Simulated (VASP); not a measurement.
HfN, 4 atoms in the cell. It takes space group P6_3/mmc (No. 194, hexagonal). Conventional cell: a = 3.159 Å, b = 3.159 Å, c = 5.175 Å, α = 90.00°, β = 90.00°, γ = 120.00°. Within 3.0 Å of Hf (site symmetry -6m2) lie 6 N at 2.24 Å. N (site symmetry -3m) has 6 Hf at 2.24 Å and 2 N at 2.59 Å within 3.0 Å.  This cell differs from its parent crystal: uniaxial strain along c: -4.0 %.

```yaml
Program: VASP 6.6.1
Task: single point
Functional: PBEsol
Potentials_or_basis: VASP PAW PBE potentials, release 64 (Hf_pv, N)
Cutoff: 520 eV
k_mesh: 18 × 18 × 10
Occupations: gaussian, width 0.1 eV
Spin: no spin polarisation
Dipole_correction: no
Further_INCAR_settings: ALGO = Normal; EDIFF = 1e-06; NBANDS = 23
```

Potentials or basis: VASP PAW PBE potentials, release 64 (Hf_pv, N).

Launch:

```sh
$ cat potpaw_PBE.64/Hf_pv/POTCAR potpaw_PBE.64/N/POTCAR > POTCAR
$ mpirun -np 1 vasp_std > vasp.out
```

Hardware: 1 thread of Intel(R) Xeon(R) 6975P-C (Granite Rapids), with other jobs on the host.

Task: How long does it take, and how much memory?

Result: Wall time 59 s on 1 thread of Intel(R) Xeon(R) 6975P-C (Granite Rapids), on a shared host, peak memory 0.31 GiB. Counts: scf iterations 13, k points 222.
